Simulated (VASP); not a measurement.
A run of VASP 6.6.1 is set up as follows.

The input INCAR:

```
SYSTEM = BaTiO3
PREC = Accurate
ENCUT = 1340
EDIFF = 1E-6
ISMEAR = -1
SIGMA = 0.02
LREAL = .FALSE.
LASPH = .TRUE.
NELM = 120
ALGO = Normal
ISIF = 2
LWAVE = .FALSE.
LCHARG = .FALSE.
GGA = PS
NBANDS = 28
GGA_COMPAT = .FALSE.
```

Contents of KPOINTS:

```
regular mesh
0
G
  6 6 6
  0 0 0
```

File POSCAR:

```
BaTiO3
1.0
    2.8173256767      1.6265837378      2.3084016530
   -2.8173256767      1.6265837378      2.3084016530
    0.0000000000     -3.2531674757      2.3084016529
Ba Ti O
1 1 3
Direct
    0.0004279805      0.0004279805      0.0004279805
    0.5114805595      0.5114805595      0.5114805595
    0.4884948912      0.9822026777      0.4884948912
    0.4884948912      0.4884948912      0.9822026777
    0.9822026777      0.4884948912      0.4884948912
```

Potentials or basis: VASP PAW PBE potentials, release 64 (Ba_sv, Ti_sv, O_h).

The run is started by

```sh
$ cat potpaw_PBE.64/Ba_sv/POTCAR potpaw_PBE.64/Ti_sv/POTCAR potpaw_PBE.64/O_h/POTCAR > POTCAR
$ mpirun -np 1 vasp_std > vasp.out
```

(1) Predict the pressure.

(2) What does it give for the band gap on the k mesh?

## Answers

(1) 1.7 GPa.

(2) 2.27 eV (least direct gap 2.62 eV).

Caveat: the PAW data sets were made with another functional, which shifts forces and pressure a little; spin-orbit coupling is left out, which moves the levels of the heavy elements.
